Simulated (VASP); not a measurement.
Input of a VASP 6.6.1 run:

Contents of INCAR:

```
SYSTEM = HgTe
PREC = Accurate
ENCUT = 520
EDIFF = 1E-7
ISMEAR = 0
SIGMA = 0.15
LREAL = .FALSE.
LASPH = .TRUE.
NELM = 60
ALGO = Normal
ISIF = 2
LWAVE = .FALSE.
LCHARG = .TRUE.
GGA = PE
LELF = .TRUE.
LVHAR = .TRUE.
NBANDS = 16
```

The input KPOINTS:

```
Automatic mesh
0
G
  14 14 14
  0 0 0
```

The input POSCAR:

```
HgTe
1.0
    0.0000000000      3.1267950000      3.1751475000
    3.1267950000      0.0000000000      3.1751475000
    3.1267950000      3.1267950000      0.0000000000
Hg Te
1 1
Direct
    0.0000000000      0.0000000000      0.0000000000
    0.7500000000      0.7500000000      0.7500000000
```

Potentials or basis: VASP PAW PBE potentials, release 64 (Hg, Te).

Launch:

```bash
$ cat potpaw_PBE.64/Hg/POTCAR potpaw_PBE.64/Te/POTCAR > POTCAR
$ mpirun -np 1 vasp_std > vasp.out
```

Q: What does it give for the band gap on the k mesh?

A: Zero (filled and empty bands touch).

Q: Estimate the pressure.

A: 9.1 GPa.

Stress tensor (GPa, compression positive):
```
9.13 0.00 0.00
0.00 9.13 0.00
0.00 0.00 9.01
```

Caveat: the cell differs from its parent crystal (strain -0.030 along x and y, -0.015 along z); the cell stands under pressure; semilocal functionals underestimate gaps, so a narrow gap can read as zero; spin-orbit coupling is left out, which moves the levels of the heavy elements.
